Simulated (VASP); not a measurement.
Here is a VASP 6.6.1 calculation.

File INCAR:

```
PREC     = Accurate       # precision mode
ENCUT    = 600            # plane-wave cutoff, eV
EDIFF    = 1E-6           # SCF threshold, eV
ISMEAR   = 0              # smearing method
SIGMA    = 0.1            # smearing width, eV
LREAL    = False          # projectors in reciprocal space
LASPH    = True           # aspherical terms in the spheres
NELM     = 60             # most SCF steps
ALGO     = Normal         # electronic algorithm
ISIF     = 3              # what is computed and relaxed
LWAVE    = False          # write WAVECAR
LCHARG   = False          # write CHGCAR
GGA      = PE             # functional
IBRION   = 2              # ionic algorithm
NSW      = 100            # ionic steps
EDIFFG   = -0.01          # ionic threshold
```

File KPOINTS:

```
Automatic mesh
0
Gamma
  8 8 14
```

The input POSCAR:

```
LiC2
1.0
    3.8708501386     -4.0822692858      0.0000000000
    3.8708501386      4.0822692858      0.0000000000
    0.0000000000      0.0000000000      2.6404110080
Li C
2 4
Direct
    0.0000000000      0.5000000000      0.0000000000
    0.5000000000      0.0000000000      0.0000000000
    0.0051967146      0.1827531505      0.5000000000
    0.9948032854      0.8172468495      0.5000000000
    0.1827531505      0.0051967146      0.5000000000
    0.8172468495      0.9948032854      0.5000000000
```

Potentials or basis: VASP PAW PBE potentials, release 64 (Li_sv, C).

The run is started by

```sh
$ cat potpaw_PBE.64/Li_sv/POTCAR potpaw_PBE.64/C/POTCAR > POTCAR
$ mpirun -np 1 vasp_std > vasp.out
```

Estimate the relaxed cell.

a = 5.615 Å, b = 5.615 Å, c = 2.630 Å, α = 90.00°, β = 90.00°, γ = 92.77°.

Estimate the band gap on the k mesh.

zero (bands 11 and 12 overlap by 0.54 eV).

Predict the space group after relaxing (to 0.1 Å).

Cmmm (No. 65).

Predict the relaxed volume.

13.81 Å³/atom.

Forces in eV/Å, atoms in the order of the input:
```
Li   0.000  0.000  0.000
Li   0.000  0.000  0.000
C   -0.002 -0.006  0.000
C    0.002  0.006  0.000
C   -0.002  0.006  0.000
C    0.002 -0.006  0.000
```

Caveat: the cutoff is under 1.25 times the usual one of these potentials, so pressure, stress and relaxed cells hold a basis-set (Pulay) error.
